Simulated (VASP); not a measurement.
ZnSe: relaxation of cell and atoms with PBE

The system is ZnSe.

```xyz
2
Lattice="0.0000 2.8663 2.8663 2.8663 0.0000 2.8663 2.8663 2.8663 0.0000" Properties=species:S:1:pos:R:3 pbc="T T T"
Zn    0.0000    0.0000    0.0000
Se    4.2995    4.2995    4.2995
```

```json
{
  "Program": "VASP 6.6.1",
  "Task": "relaxation of cell and atoms",
  "Functional": "PBE",
  "Potentials or basis": "VASP PAW PBE potentials, release 64 (Zn, Se)",
  "Cutoff": "600 eV",
  "k mesh": "8 × 8 × 8",
  "Occupations": "gaussian, width 0.01 eV",
  "Spin": "no spin polarisation",
  "Target pressure": "12 GPa",
  "Dipole correction": "no",
  "Further INCAR settings": "ALGO = Normal; EDIFF = 1e-07; IBRION = 2; EDIFFG = -0.001; NSW = 80; ISIF = 3"
}
```

The relaxed volume is 20.33 Å³/atom. The relaxed cell is a = 3.860 Å, b = 3.860 Å, c = 3.860 Å, α = 60.00°, β = 60.00°, γ = 60.00°, the space group after relaxing (to 0.05 Å) is F-43m (No. 216) and the energy change on relaxing (the enthalpy is what falls) is +107.5 meV/atom. The ionic steps are 6. The pressure after relaxing is 12.0 GPa and the band gap on the k mesh is 1.77 eV, direct.

The path:
```tsv
step	energy change (eV)	largest force (eV/Å)	pressure (GPa)	volume (Å³)
1	0.0000	0.0000	0.21	47.10
2	0.7389	0.0000	27.46	36.24
3	0.2081	0.0000	11.78	40.75
4	0.2171	0.0000	12.08	40.63
5	0.2129	0.0000	11.95	40.68
6	0.2150	0.0000	12.00	40.65
```

Final structure:
```cif
data_structure
_symmetry_space_group_name_H-M 'P 1'
_symmetry_Int_Tables_number 1
_cell_length_a 3.8595
_cell_length_b 3.8595
_cell_length_c 3.8595
_cell_angle_alpha 60.000
_cell_angle_beta 60.000
_cell_angle_gamma 60.000
_cell_volume 40.65
loop_
_atom_site_label
_atom_site_type_symbol
_atom_site_fract_x
_atom_site_fract_y
_atom_site_fract_z
_atom_site_occupancy
Zn1 Zn 0.00000 0.00000 0.00000 1
Se1 Se 0.75000 0.75000 0.75000 1
```

Levels at points of the mesh, in eV from the valence-band top:
```
           k point  band 5  band 6  band 7  band 8  band 9  band 10  band 11  band 12  band 13
(0.00, 0.00, 0.00)   -6.55   -6.55    0.00    0.00    0.00     1.77     5.74     5.74     5.74
(0.50, 0.00, 0.00)   -6.52   -6.35   -6.01   -1.05   -1.05     2.73     6.33     6.33     8.83
(0.50, 0.50, 0.00)   -6.48   -6.33   -5.26   -2.62   -2.62     2.70     3.41    11.63    12.04
```

Run time: 65 s on 1 thread of Intel(R) Xeon(R) Platinum 8259CL CPU @ 2.50GHz (Skylake/Cascade Lake), with other jobs on the host, peak memory 0.2 GiB.

Caveat: the cell is relaxed towards a set pressure, so the enthalpy falls and the energy may rise. Expect the measured gap to be larger: semilocal functionals such as PBE lack the derivative discontinuity.
